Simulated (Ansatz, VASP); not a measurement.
Ta3Cu in VASP and in Ansatz

```
CELL_PARAMETERS angstrom
-2.00651 2.00651 4.20817
2.00651 -2.00651 4.20817
2.00651 2.00651 -4.20817
ATOMIC_POSITIONS crystal
Ta 0.50000 0.50000 0.00000
Ta 0.25000 0.75000 0.50000
Ta 0.75000 0.25000 0.50000
Cu 0.00000 0.00000 0.00000
```

Alike in both runs: task relaxation of cell and atoms; functional PBEsol; k mesh 9 × 9 × 9; occupations methfessel-paxton of order 1, width 0.1 eV; no spin polarisation.

|  | VASP | Ansatz |
| --- | --- | --- |
| version | VASP 6.6.1 | Ansatz 0.2.0 |
| potentials or method | VASP PAW PBE potentials, release 64 (Ta_pv, Cu) | Ansatz PAW |
| plane-wave cutoff (eV) | 600 | 420 |
| valence electrons in the cell | 44 | 58 |

```csv
,VASP,Ansatz,Ansatz less VASP
"gap on the k mesh at the Fermi level, each at its own relaxed structure (eV)",none,none,-
relaxed volume (Å³/atom),16.39,16.37,-0.016
relaxed cell length with the largest relative difference (Å),5.009,5.011,+0.0024
```

VASP's potentials were made for PBE, not for PBEsol. A gap of «none» marks a metal or a gap that the smearing closes. VASP's potentials hold 44 valence electrons a cell and Ansatz's 58, so a difference there can come from the potentials and not from the codes.

Spin-orbit coupling is off throughout. Noted on Ansatz's run: the plane-wave basis is chosen anew once the cell has moved, so the energies of steps on either side of that aren't comparable.
